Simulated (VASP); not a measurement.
The system is CdS.

```
CELL_PARAMETERS angstrom
0.00000 2.85104 3.06379
2.85104 0.00000 3.06379
2.85104 2.85104 0.00000
ATOMIC_POSITIONS crystal
Cd 0.00000 0.00000 0.00000
S 0.25000 0.25000 0.25000
```

This cell differs from its parent crystal: epitaxial xy strain -3.0%.

Base run:

```yaml
Program: VASP 6.6.1
Functional: r2SCAN
Potentials_or_basis: VASP PAW PBE potentials, release 64 (Cd, S)
Cutoff: 520 eV
k_mesh: 8 × 8 × 8
Occupations: gaussian, width 0.01 eV
Spin: no spin polarisation
```

Its results: band gap on the k mesh 1.49 eV, direct; pressure 1.4 GPa.

**Question.** The run is repeated on the same cell with these changes: functional from r2SCAN to PBE; occupations from gaussian, width 0.01 eV to fermi-dirac, width 0.02 eV. What comes out?

**Answer.** Band gap on the k mesh 1.05 eV, direct; pressure 2.8 GPa.

Caveats: the PAW data sets were made with another functional, which shifts forces and pressure a little (some runs).

